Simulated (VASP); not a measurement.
# BaCrF6 (R-3m) in VASP: notebook, part 2 of 2

VASP 6.6.1.

## 3. Single point, LDA+U, collinear spin, ferromagnetic start

Contents of INCAR:

```
PREC = Accurate
ENCUT = 520
EDIFF = 1E-7
ISMEAR = 0
SIGMA = 0.05
LREAL = False
LASPH = True
NELM = 150
ALGO = Normal
ISIF = 2
LWAVE = False
LCHARG = True
ISPIN = 2
MAGMOM = 0 1.74 -0.03 -0.03 -0.03 -0.03 -0.03 -0.03
LORBIT = 11
LMAXMIX = 4
LDAU = True
LDAUTYPE = 1
LDAUL = -1 2 -1
LDAUU = 0 4 0
LDAUJ = 0 0.5 0
LDAUPRINT = 1
LELF = True
LVHAR = True
NBANDS = 46
```

Contents of KPOINTS:

```
regular mesh
0
Gamma
  4 4 4
```

Contents of POSCAR:

```
BaCrF6
1.0
    3.6639988200      2.1154107000      2.3789998200
   -3.6639988200      2.1154107000      2.3789998200
    0.0000000000     -4.2308214000      2.3789998200
Ba Cr F
1 1 6
Direct
    0.5000000000      0.5000000000      0.5000000000
    0.0000000000      0.0000000000      0.0000000000
    0.2600000000      0.8970000000      0.2600000000
    0.2600000000      0.2600000000      0.8970000000
    0.8970000000      0.2600000000      0.2600000000
    0.7400000000      0.1030000000      0.7400000000
    0.1030000000      0.7400000000      0.7400000000
    0.7400000000      0.7400000000      0.1030000000
```

Potentials or basis: VASP PAW LDA potentials, release 64 (Ba_sv, Cr_pv, F).

Launch:

```bash
> cat potpaw_LDA.64/Ba_sv/POTCAR potpaw_LDA.64/Cr_pv/POTCAR potpaw_LDA.64/F/POTCAR > POTCAR
> mpirun -np 1 vasp_std > vasp.out
```

OUTCAR:

```text
PREC = Accurate
   ENCUT = 520
   EDIFF = 1E-7
   ISMEAR = 0
   LREAL = False
   LASPH = True
   NELM = 150
   ISIF = 2
   ISPIN = 2
   LORBIT = 11

 ion  position               nearest neighbor table
   1  0.500  0.500  0.500-   4 2.70   8 2.70   5 2.70   6 2.70   7 2.70   3 2.70   8 3.00   4 3.00
                             7 3.00   6 3.00   3 3.00   5 3.00   2 3.57   2 3.57
   2  0.000  0.000  0.000-   4 1.83   8 1.83   5 1.83   6 1.83   7 1.83   3 1.83   1 3.57   1 3.57

   3  0.260  0.897  0.260-   2 1.83   1 2.70   1 3.00
   4  0.260  0.260  0.897-   2 1.83   1 2.70   1 3.00
   5  0.897  0.260  0.260-   2 1.83   1 2.70   1 3.00
   6  0.740  0.103  0.740-   2 1.83   1 2.70   1 3.00
   7  0.103  0.740  0.740-   2 1.83   1 2.70   1 3.00
   8  0.740  0.740  0.103-   2 1.83   1 2.70   1 3.00

  LATTYP: Found a trigonal (rhomboedric) cell.
 ALAT       =     4.8538118899
 COS(alpha) =    -0.1396585720

  Lattice vectors:

 A1 = (   3.6639988200,   2.1154107000,   2.3789998200)
 A2 = (  -3.6639988200,   2.1154107000,   2.3789998200)
 A3 = (   0.0000000000,  -4.2308214000,   2.3789998200)

Analysis of symmetry for initial positions (statically):
=====================================================================
 Subroutine PRICEL returns:
 Original cell was already a primitive cell.

 Routine SETGRP: Setting up the symmetry group for a
 trigonal (rhombohedral) supercell.

[... 1466 lines left out ...]
      direct lattice vectors                 reciprocal lattice vectors
     3.663998820  2.115410700  2.378999820     0.136462926  0.078786907  0.140114905
    -3.663998820  2.115410700  2.378999820    -0.136462926  0.078786907  0.140114905
     0.000000000 -4.230821400  2.378999820     0.000000000 -0.157573815  0.140114905

 POSITION                                       TOTAL-FORCE (eV/Angst)
 -----------------------------------------------------------------------------------
      0.00000      0.00000      3.56850         0.000000     -0.000000      0.000000
      0.00000      0.00000      0.00000         0.000000     -0.000000      0.000000
     -2.33397      1.34752      3.37104        -0.284377      0.164185      0.548525
      0.00000     -2.69503      3.37104         0.000000     -0.328370      0.548525
      2.33397      1.34752      3.37104         0.284377      0.164185      0.548525
      2.33397     -1.34752      3.76596         0.284377     -0.164185     -0.548525
     -2.33397     -1.34752      3.76596        -0.284377     -0.164185     -0.548525
      0.00000      2.69503      3.76596         0.000000      0.328370     -0.548525
 -----------------------------------------------------------------------------------
    total drift:                               -0.000000      0.000000     -0.000000

  FREE ENERGIE OF THE ION-ELECTRON SYSTEM (eV)
  ---------------------------------------------------
  free  energy   TOTEN  =       -48.1099088009 eV

  energy  without entropy=      -48.1008701522  energy(sigma->0) =      -48.10538948

 total charge

# of ion       s       p       d       tot
------------------------------------------
    1        1.985   5.626   0.172   7.784
    2        0.367   6.497   3.969  10.833
    3        1.733   4.328   0.000   6.060
    4        1.733   4.328   0.000   6.060
    5        1.733   4.328   0.000   6.060
    6        1.733   4.328   0.000   6.060
    7        1.733   4.328   0.000   6.060
    8        1.733   4.328   0.000   6.060
--------------------------------------------------
tot         12.748  38.089   4.142  54.979

 magnetization (x)

# of ion       s       p       d       tot
------------------------------------------
    1        0.000  -0.001   0.001   0.000
    2        0.020   0.017   2.048   2.085
    3       -0.000  -0.021   0.000  -0.021
    4       -0.000  -0.021   0.000  -0.021
    5       -0.000  -0.021   0.000  -0.021
    6       -0.000  -0.021   0.000  -0.021
    7       -0.000  -0.021   0.000  -0.021
    8       -0.000  -0.021   0.000  -0.021
--------------------------------------------------
tot          0.019  -0.107   2.049   1.961
```

OSZICAR:

```text
N       E                     dE             d eps       ncg     rms          rms(c)
DAV:   1     0.597516751705E+03    0.59752E+03   -0.34349E+04  2400   0.138E+03
DAV:   2    -0.146349675930E+02   -0.61215E+03   -0.58544E+03  2768   0.380E+02
DAV:   3    -0.559942663732E+02   -0.41359E+02   -0.40941E+02  2888   0.109E+02
DAV:   4    -0.571169361199E+02   -0.11227E+01   -0.11176E+01  3436   0.147E+01
DAV:   5    -0.571317427604E+02   -0.14807E-01   -0.14792E-01  2834   0.164E+00    0.279E+01
DAV:   6    -0.495182229989E+02    0.76135E+01   -0.38613E+01  2774   0.542E+01    0.189E+01
DAV:   7    -0.485692158339E+02    0.94901E+00   -0.97757E+00  2566   0.369E+01    0.112E+01
DAV:   8    -0.481668529134E+02    0.40236E+00   -0.73136E-01  2924   0.738E+00    0.473E+00
DAV:   9    -0.481775830465E+02   -0.10730E-01   -0.26224E-01  2854   0.647E+00    0.289E+00
DAV:  10    -0.481109415329E+02    0.66642E-01   -0.12197E-01  2630   0.396E+00    0.971E-01
DAV:  11    -0.481104656594E+02    0.47587E-03   -0.95749E-03  2708   0.594E-01    0.291E-01
DAV:  12    -0.481099340114E+02    0.53165E-03   -0.81026E-04  2872   0.243E-01    0.123E-01
DAV:  13    -0.481099174660E+02    0.16545E-04   -0.22762E-04  2840   0.836E-02    0.758E-02
DAV:  14    -0.481099126974E+02    0.47686E-05   -0.81148E-05  2794   0.114E-01    0.474E-02
DAV:  15    -0.481099095054E+02    0.31920E-05   -0.15226E-05  2564   0.359E-02    0.122E-02
DAV:  16    -0.481099087511E+02    0.75430E-06   -0.21607E-06  2786   0.148E-02    0.251E-03
DAV:  17    -0.481099088009E+02   -0.49848E-07   -0.45908E-07  2342   0.376E-03
   1 F= -.48109909E+02 E0= -.48105389E+02  d E =-.903865E-02  mag=     2.0000
```

Run time: 5.9 min. Hardware: 1 thread of Oxide Virtual Turin-like, shared host; peak memory 0.22 GiB.

What came out:

```
Free energy                                           : -48.1099 eV
Pressure                                              : -2.8 GPa
Largest force                                         : 0.639 eV/Å
Band gap on the k mesh                                : zero (filled and empty bands overlap)
Net moment                                            : 2.00 μB per cell
Site moments                                          : Ba +0.00; Cr +2.08; F -0.02 μB
Valence electrons inside the program's atomic spheres : Ba 7.78; Cr 10.83; F 6.06
```

Forces on the atoms (eV/Å):
```
Ba   0.000  0.000  0.000
Cr   0.000  0.000  0.000
F   -0.284  0.164  0.549
F    0.000 -0.328  0.549
F    0.284  0.164  0.549
F    0.284 -0.164 -0.549
F   -0.284 -0.164 -0.549
F    0.000  0.328 -0.549
```

Stress tensor (GPa, compression positive):
```
-4.46  0.00  0.00
 0.00 -4.46  0.00
 0.00  0.00  0.40
```

Eigenvalues of the final occupation matrices:
```csv
site,spin,trace,eigenvalues
site 2 d,1,3.03,0.37 0.37 0.65 0.65 0.97
site 2 d,2,0.98,0.10 0.11 0.11 0.33 0.33
```

Caveat: spin-orbit coupling is left out, which moves the levels of the heavy elements; a cell with one magnetic atom can't hold antiferromagnetic order, which such compounds often take.
